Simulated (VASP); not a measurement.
Here is a VASP 6.6.1 calculation.

Contents of INCAR:

```
PREC = Accurate ; ENCUT = 520
EDIFF = 1E-6 ; ISMEAR = -1
SIGMA = 0.05 ; LREAL = F
LASPH = T ; NELM = 60
ALGO = Normal ; ISIF = 2
LWAVE = F ; LCHARG = F
NBANDS = 14
```

The input KPOINTS:

```
Automatic mesh
0
Gamma
  8 8 8
```

Contents of POSCAR:

```
NaCl
1.0
    3.5021900000      0.0000000000      0.0000000000
    0.0000000000      3.5021900000      0.0000000000
    0.0000000000      0.0000000000      3.5021900000
Cl Na
1 1
Direct
    0.5000000000      0.5000000000      0.5000000000
    0.0000000000      0.0000000000      0.0000000000
```

Potentials or basis: VASP PAW LDA potentials, release 64 (Cl, Na_pv).

Run with:

```console
$ cat potpaw_LDA.64/Cl/POTCAR potpaw_LDA.64/Na_pv/POTCAR > POTCAR
$ mpirun -np 1 vasp_std > vasp.out
```

Task: Estimate the band gap on the k mesh.

Result: 3.61 eV (least direct gap 4.12 eV).

Task: Predict the pressure.

Result: -3.1 GPa.

Caveat: the cell stands under tension. A k mesh can miss the band edges.
